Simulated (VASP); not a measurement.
# Pb (Im-3m) in VASP: notebook

Pb is run at these levels: PBE; tasks: density of states.

Everything below comes from runs of VASP 6.6.1. Logs are shortened: lines on timing, memory, paths and dates and some standing lists are left out, and cuts for length are marked.

## 1. The cell of the first run

The structure is cubic, space group Im-3m (No. 229). The conventional cell has a = 3.019 Å, b = 3.019 Å, c = 3.019 Å, α = 90.00°, β = 90.00°, γ = 90.00°. Pb (site symmetry m-3m) has 14 Pb at 2.61 to 3.02 Å within 3.4 Å.

## 2. Density of states, PBE (volume scaled by 0.43)

The input, POSCAR:

```
Pb
1.0
   -1.5094745035      1.5094745035      1.5094745035
    1.5094745035     -1.5094745035      1.5094745035
    1.5094745035      1.5094745035     -1.5094745035
Pb
1
Direct
    0.0000000000      0.0000000000      0.0000000000
```

The input, INCAR.step1:

```
SYSTEM = Pb
  ALGO = Normal
  EDIFF = 1E-6
  ENCUT = 520
  GGA = PE
  ISIF = 2
  ISMEAR = -1
  LASPH = .TRUE.
  LCHARG = .TRUE.
  LREAL = .FALSE.
  LWAVE = .FALSE.
  NBANDS = 13
  NELM = 100
  PREC = Accurate
  SIGMA = 0.1
```

The input, KPOINTS.step1:

```
k-points
0
G
  15 15 15
  0 0 0
```

The input, INCAR.step2:

```
SYSTEM = Pb
  ALGO = Normal
  EDIFF = 1E-6
  ENCUT = 520
  GGA = PE
  ICHARG = 11
  ISIF = 2
  ISMEAR = -5
  LASPH = .TRUE.
  LCHARG = .FALSE.
  LORBIT = 11
  LREAL = .FALSE.
  LWAVE = .FALSE.
  NEDOS = 1001
  NELM = 100
  PREC = Accurate
  SIGMA = 0.1
```

The input, KPOINTS.step2:

```
k-points
0
G
  23 23 23
  0 0 0
```

Potentials or basis: VASP PAW PBE potentials, release 64 (Pb_d).

Command:

```
$ cat potpaw_PBE.64/Pb_d/POTCAR > POTCAR
$ cp INCAR.step1 INCAR
$ cp KPOINTS.step1 KPOINTS
$ mpirun -np 1 vasp_std > vasp.out
$ cp INCAR.step2 INCAR
$ cp KPOINTS.step2 KPOINTS
$ mpirun -np 1 vasp_std > vasp.out
```

OUTCAR:

```text
SYSTEM = Pb
   EDIFF = 1E-6
   ENCUT = 520
   GGA = PE
   ICHARG = 11
   ISIF = 2
   ISMEAR = -5
   LASPH = .TRUE.
   LORBIT = 11
   LREAL = .FALSE.
   NELM = 100
   PREC = Accurate

 ion  position               nearest neighbor table
   1  0.000  0.000  0.000-

  LATTYP: Found a body centered cubic cell.
 ALAT       =     3.0189490070

  Lattice vectors:

 A1 = (  -1.5094745035,   1.5094745035,   1.5094745035)
 A2 = (   1.5094745035,  -1.5094745035,   1.5094745035)
 A3 = (   1.5094745035,   1.5094745035,  -1.5094745035)

Analysis of symmetry for initial positions (statically):
=====================================================================
 Subroutine PRICEL returns:
 Original cell was already a primitive cell.

 Routine SETGRP: Setting up the symmetry group for a
 body centered cubic supercell.

 Subroutine GETGRP returns: Found 48 space group operations
 (whereof 48 operations were pure point group operations)
 out of a pool of 48 trial point group operations.

The static configuration has the point symmetry O_h .

Analysis of symmetry for dynamics (positions and initial velocities):
=====================================================================
 Subroutine PRICEL returns:
 Original cell was already a primitive cell.

 Routine SETGRP: Setting up the symmetry group for a
 body centered cubic supercell.

 Subroutine GETGRP returns: Found 48 space group operations
 (whereof 48 operations were pure point group operations)
 out of a pool of 48 trial point group operations.

The dynamic configuration has the point symmetry O_h .

 Subroutine INISYM returns: Found 48 space group operations
 (whereof 48 operations are pure point group operations),
 and found     1 'primitive' translations

----------------------------------------------------------------------------------------

                                     Primitive cell

  volume of cell :      13.7574

  direct lattice vectors                    reciprocal lattice vectors
    -1.509474503  1.509474503  1.509474503     0.000000000  0.331241103  0.331241103
     1.509474503 -1.509474503  1.509474503     0.331241103  0.000000000  0.331241103
     1.509474503  1.509474503 -1.509474503     0.331241103  0.331241103  0.000000000

  length of vectors
     2.614486533  2.614486533  2.614486533     0.468445661  0.468445661  0.468445661

  position of ions in fractional coordinates (direct lattice)
     0.000000000  0.000000000  0.000000000

  ion indices of the primitive-cell ions
   primitive index   ion index
                 1           1

----------------------------------------------------------------------------------------

 KPOINTS: k-points

Automatic generation of k-mesh.
 Grid dimensions read from file:
 generate k-points for:   23   23   23

 Generating k-lattice:

  Cartesian coordinates                     Fractional coordinates (reciprocal lattice)
     0.000000000  0.014401787  0.014401787     0.043478261  0.000000000  0.000000000
     0.014401787  0.000000000  0.014401787     0.000000000  0.043478261  0.000000000
     0.014401787  0.014401787  0.000000000     0.000000000  0.000000000  0.043478261

  Length of vectors
     0.020367203  0.020367203  0.020367203

  Shift w.r.t. Gamma in fractional coordinates (k-lattice)
     0.000000000  0.000000000  0.000000000

 TETIRR: Found  14515 inequivalent tetrahedra from    73002

 Subroutine IBZKPT returns following result:
 ===========================================

 Found    364 irreducible k-points:

 Following reciprocal coordinates:
            Coordinates               Weight
  0.000000  0.000000  0.000000      1.000000
  0.043478  0.000000  0.000000     12.000000
  0.086957  0.000000  0.000000     12.000000
  0.130435  0.000000  0.000000     12.000000
  0.173913  0.000000  0.000000     12.000000
  0.217391  0.000000  0.000000     12.000000
[... 16 lines left out ...]
  0.478261  0.043478  0.000000     24.000000
  0.086957  0.086957  0.000000     24.000000
 [... further k-points ...]
   k-points           NKPTS =    364   k-points in BZ     NKDIM =    364   number of bands    NBANDS=     11
   number of dos      NEDOS =   1001   number of ions     NIONS =      1
   total plane-waves  NPLWV =   8000
   dimension x,y,z NGX =    20 NGY =   20 NGZ =   20
   dimension x,y,z NGXF=    40 NGYF=   40 NGZF=   40
   ions per type =               1
   NGX,Y,Z   is equivalent  to a cutoff of  12.72, 12.72, 12.72 a.u.
   NGXF,Y,Z  is equivalent  to a cutoff of  25.43, 25.43, 25.43 a.u.
 SYSTEM =  Pb
   PREC   = accura    normal or accurate (medium, high low for compatibility)
   ISTART =      0    job   : 0-new  1-cont  2-samecut
   ICHARG =     11    charge: 1-file 2-atom 10-const
   ISPIN  =      1    spin polarized calculation?
   LNONCOLLINEAR =      F non collinear calculations
   LSORBIT =      F    spin-orbit coupling
   LASPH  =      T    aspherical Exc in radial PAW
   ENCUT  =  520.0 eV  38.22 Ry    6.18 a.u.   4.86  4.86  4.86*2*pi/ulx,y,z
   NELM   =    100;   NELMIN=  2; NELMDL=  0     # of ELM steps
   EDIFF  = 0.1E-05   stopping-criterion for ELM
   LREAL  =      F    real-space projection
   EDIFFG = 0.1E-04   stopping-criterion for IOM
   NSW    =      0    number of steps for IOM
   IBRION =     -1    ionic relax: 0-MD 1-quasi-New 2-CG
   NFREE  =      0    steps in history (QN), initial steepest desc. (CG)
   ISIF   =      2    stress and relaxation
   ISYM   =      2    0-nonsym 1-usesym 2-fastsym
   POTIM  = 0.5000    time-step for ionic-motion
   TEBEG  =    0.0;   TEEND  =   0.0 temperature during run
   PSTRESS=    0.0 pullay stress
   NELECT =      14.0000    total number of electrons
   NUPDOWN=      -1.0000    fix difference up-down
   EMIN   =  10.00;   EMAX   =-10.00  energy-range for DOS
   EFERMI =   0.00;   METHOD = LEGACY
   ISMEAR =    -5;   SIGMA  =   0.10  broadening in eV -4-tet -1-fermi 0-gaus
   EFERMI_NEDOS =   21; number of points for ismear=-14 and -15
   IALGO  =     38    algorithm
   IMIX   =      4    mixing-type and parameters
     AMIX     =   0.40;   BMIX     =  1.00
     AMIX_MAG =   1.60;   BMIX_MAG =  1.00
  volume/ion in A,a.u.               =      13.76        92.84
  Fermi-wavevector in a.u.,A,eV,Ry     =   1.646664  3.111744 36.892241  2.711503
  Thomas-Fermi vector in A             =   2.736254
   LORBIT       =     11    0 simple, 1 ext, 2 COOP (PROOUT), +10 PAW based schemes
   GGA     = PE    functional components
   LHFCALC =     F    Hartree Fock is set to
   AEXX    =    0.0000 exact exchange contribution
   IVDW    =     0    specifies the selected vdW correction
   LEPSILON=     F    determine dielectric tensor
   LRPA    =     F    only Hartree local field effects (RPA)
 non-spin polarized calculation
 Fermi weights with tetrahedron method with Bloechl corrections
  energy-cutoff  :      520.00
  volume of cell :       13.76
 maximum number of plane-waves:       382

 number of electron      13.9999997 magnetization

 Free energy of the ion-electron system (eV)
  ---------------------------------------------------
  ext. energy  EPLUGINS =         0.00000000
  ---------------------------------------------------
  free energy    TOTEN  =         2.95801612 eV

  energy without entropy =        2.95801612  energy(sigma->0) =        2.95801612

 E-fermi :  21.4104     XC(G=0): -14.6265

 val. band max:       21.4568964287   @ k =   0.1739   0.1739   0.0870
 cond. band min:      21.3226455452   @ k =  -0.2609   0.4783   0.0435
 fundamental gap:     -0.1342508835
 Fermi energy:        21.4103753243

 k-point     1 :       0.0000    0.0000    0.0000
  band No.  band energies     occupation
      1       0.3598      2.00000
      2       0.9346      2.00000
      3       0.9346      2.00000
      4       0.9346      2.00000
      5       2.5823      2.00000
      6       2.5823      2.00000
      7      31.1391      0.00000
      8      31.1391      0.00000
      9      31.1391      0.00000
     10      38.8079      0.00000
     11      38.8080      0.00000

 k-point     2 :       0.0435    0.0000    0.0000
  band No.  band energies     occupation
      1       0.4371      2.00000
      2       0.9190      2.00000
      3       0.9437      2.00000
      4       0.9785      2.00000
      5       2.5642      2.00000
      6       2.5828      2.00000
      7      31.0691      0.00000
      8      31.1485      0.00000
      9      31.2169      0.00000
     10      37.8418      0.00000
     11      37.8825      0.00000

 k-point     3 :       0.0870    0.0000    0.0000
  band No.  band energies     occupation
      1       0.6220      2.00000
      2       0.8736      2.00000
      3       1.0139      2.00000
      4       1.1082      2.00000
      5       2.5164      2.00000
      6       2.5846      2.00000
      7      30.7641      0.00000
      8      31.1296      0.00000
      9      31.4457      0.00000
     10      36.2138      0.00000
     11      36.7148      0.00000

 k-point     4 :       0.1304    0.0000    0.0000
  band No.  band energies     occupation
      1       0.7134      2.00000
      2       0.8025      2.00000
      3       1.3181      2.00000
      4       1.3351      2.00000
      5       2.4567      2.00000
      6       2.5881      2.00000
      7      29.9277      0.00000
      8      30.9443      0.00000
      9      31.8119      0.00000
     10      34.9004      0.00000
     11      36.0100      0.00000
[... 239 lines left out ...]
 k-point    22 :       0.4348    0.0435    0.0000
  band No.  band energies     occupation
      1      -0.1099      2.00000
      2       0.1765      2.00000
      3       2.4613      2.00000
      4       2.6371      2.00000
      5       3.6403      2.00000
      6      10.1711      2.00000
      7      14.3171      2.00000
      8      26.3237      0.00000
      9      27.1610      0.00000
     10      35.4180      0.00000
     11      35.8619      0.00000

 k-point    23 :       0.4783    0.0435    0.0000
  band No.  band energies     occupation
      1      -0.1349      2.00000
      2       0.1629      2.00000
      3       2.4716      2.00000
      4       2.6378      2.00000
      5       3.7046      2.00000
      6      11.3258      2.00000
      7      13.0388      2.00000
      8      26.2298      0.00000
      9      27.0056      0.00000
     10      35.5031      0.00000
     11      35.9303      0.00000

 k-point    24 :       0.0870    0.0870    0.0000
  band No.  band energies     occupation
      1       0.7396      2.00000
      2       0.9200      2.00000
      3       1.0707      2.00000
      4       1.7543      2.00000
      5       2.4038      2.00000
      6       2.6249      2.00000
      7      29.8468      0.00000
      8      30.3634      0.00000
      9      31.8479      0.00000
     10      33.4223      0.00000
     11      35.7177      0.00000

 [... further k-points ...]

------------------------ aborting loop because EDIFF is reached ----------------------------------------

  FORCE on cell =-STRESS in cart. coord.  units (eV):
  Direction    XX          YY          ZZ          XY          YZ          ZX
  --------------------------------------------------------------------------------------
  -------------------------------------------------------------------------------------
  Total       22.5986345     22.5986345     22.5986345     -0.0000000     -0.0000000      0.0000000
  in kB     2631.8155172   2631.8155172   2631.8155172     -0.0000000     -0.0000000      0.0000000
  external PRESSURE =    2631.8155172 kB  Pullay stress =       0.0000000 kB

 VOLUME and BASIS-vectors are now :
 -----------------------------------------------------------------------------
  energy-cutoff  :      520.00
  volume of cell :       13.76
      direct lattice vectors                 reciprocal lattice vectors
    -1.509474503  1.509474503  1.509474503     0.000000000  0.331241103  0.331241103
     1.509474503 -1.509474503  1.509474503     0.331241103  0.000000000  0.331241103
     1.509474503  1.509474503 -1.509474503     0.331241103  0.331241103  0.000000000

 POSITION                                       TOTAL-FORCE (eV/Angst)
 -----------------------------------------------------------------------------------
      0.00000      0.00000      0.00000         0.000000      0.000000     -0.000000
 -----------------------------------------------------------------------------------
    total drift:                               -0.000000     -0.000000      0.000000

  FREE ENERGIE OF THE ION-ELECTRON SYSTEM (eV)
  ---------------------------------------------------
  free  energy   TOTEN  =         2.9580161165 eV

  energy  without entropy=        2.9580161165  energy(sigma->0) =        2.95801612

 total charge

# of ion       s       p       d       tot
------------------------------------------
    1        1.460   1.567  10.038  13.065
```

It took 41 s on 1 thread of Intel Xeon Platinum 8375C at 2.90GHz (Ice Lake), shared host; peak memory 0.19 GiB.

What came out:

```
Valence electrons inside the program's atomic spheres : Pb 13.06
```

Caveat: the cell differs from its parent crystal (volume scaled by 0.43); spin-orbit coupling is left out, which moves the levels of the heavy elements; tetrahedron occupations give inexact forces and stress in metals.

## 3. Density of states, PBE

This run uses another cell than the first one, of 31.99 Å³/atom, 2.326 times its volume.

The input, POSCAR:

```
Pb
1.0
   -1.9998755149      1.9998755149      1.9998755149
    1.9998755149     -1.9998755149      1.9998755149
    1.9998755149      1.9998755149     -1.9998755149
Pb
1
Direct
    0.0000000000      0.0000000000      0.0000000000
```

The input, INCAR.step1:

```
ALGO = Normal
EDIFF = 1E-6
ENCUT = 520
GGA = PE
ISIF = 2
ISMEAR = -1
LASPH = True
LCHARG = True
LREAL = False
LWAVE = False
NBANDS = 13
NELM = 100
PREC = Accurate
SIGMA = 0.1
```

The input, KPOINTS.step1:

```
k-points
0
Gamma
  15 15 15
```

The input, INCAR.step2:

```
ALGO = Normal
EDIFF = 1E-6
ENCUT = 520
GGA = PE
ICHARG = 11
ISIF = 2
ISMEAR = -5
LASPH = True
LCHARG = False
LORBIT = 11
LREAL = False
LWAVE = False
NEDOS = 1001
NELM = 100
PREC = Accurate
SIGMA = 0.1
```

The input, KPOINTS.step2:

```
k-points
0
Gamma
  23 23 23
```

Potentials or basis: VASP PAW PBE potentials, release 64 (Pb_d).

Command:

```
$ cat potpaw_PBE.64/Pb_d/POTCAR > POTCAR
$ cp INCAR.step1 INCAR
$ cp KPOINTS.step1 KPOINTS
$ mpirun -np 1 vasp_std > vasp.out
$ cp INCAR.step2 INCAR
$ cp KPOINTS.step2 KPOINTS
$ mpirun -np 1 vasp_std > vasp.out
```

OUTCAR:

```text
EDIFF = 1E-6
   ENCUT = 520
   GGA = PE
   ICHARG = 11
   ISIF = 2
   ISMEAR = -5
   LASPH = True
   LORBIT = 11
   LREAL = False
   NELM = 100
   PREC = Accurate

 ion  position               nearest neighbor table
   1  0.000  0.000  0.000-

  LATTYP: Found a body centered cubic cell.
 ALAT       =     3.9997510298

  Lattice vectors:

 A1 = (  -1.9998755149,   1.9998755149,   1.9998755149)
 A2 = (   1.9998755149,  -1.9998755149,   1.9998755149)
 A3 = (   1.9998755149,   1.9998755149,  -1.9998755149)
[... 521 lines left out ...]

  FORCE on cell =-STRESS in cart. coord.  units (eV):
  Direction    XX          YY          ZZ          XY          YZ          ZX
  --------------------------------------------------------------------------------------
  -------------------------------------------------------------------------------------
  Total       -0.0186416     -0.0186416     -0.0186416     -0.0000000     -0.0000000     -0.0000000
  in kB       -0.9335213     -0.9335213     -0.9335213     -0.0000000     -0.0000000     -0.0000000
  external PRESSURE =      -0.9335213 kB  Pullay stress =       0.0000000 kB

 VOLUME and BASIS-vectors are now :
 -----------------------------------------------------------------------------
  energy-cutoff  :      520.00
  volume of cell :       31.99
      direct lattice vectors                 reciprocal lattice vectors
    -1.999875515  1.999875515  1.999875515     0.000000000  0.250015562  0.250015562
     1.999875515 -1.999875515  1.999875515     0.250015562  0.000000000  0.250015562
     1.999875515  1.999875515 -1.999875515     0.250015562  0.250015562  0.000000000

 POSITION                                       TOTAL-FORCE (eV/Angst)
 -----------------------------------------------------------------------------------
      0.00000      0.00000      0.00000         0.000000     -0.000000     -0.000000
 -----------------------------------------------------------------------------------
    total drift:                               -0.000000     -0.000000      0.000000

  FREE ENERGIE OF THE ION-ELECTRON SYSTEM (eV)
  ---------------------------------------------------
  free  energy   TOTEN  =        -3.5211287524 eV

  energy  without entropy=       -3.5211287524  energy(sigma->0) =       -3.52112875

 total charge

# of ion       s       p       d       tot
------------------------------------------
    1        1.399   0.726   9.807  11.933
```

It took 93 s on 1 thread of Intel Xeon Platinum 8375C at 2.90GHz (Ice Lake), shared host; peak memory 0.26 GiB.

What came out:

```
Valence electrons inside the program's atomic spheres : Pb 11.93
```

Levels at points of the mesh, in eV from the Fermi level:
| k point | band 3 | band 4 | band 5 | band 6 | band 7 | band 8 | band 9 | band 10 | band 11 |
| --- | --- | --- | --- | --- | --- | --- | --- | --- | --- |
| (0.00, 0.00, 0.00) | -17.09 | -16.89 | -16.89 | -11.41 | 7.17 | 7.17 | 7.17 | 11.02 | 11.05 |

Caveat: spin-orbit coupling is left out, which moves the levels of the heavy elements; tetrahedron occupations give inexact forces and stress in metals.
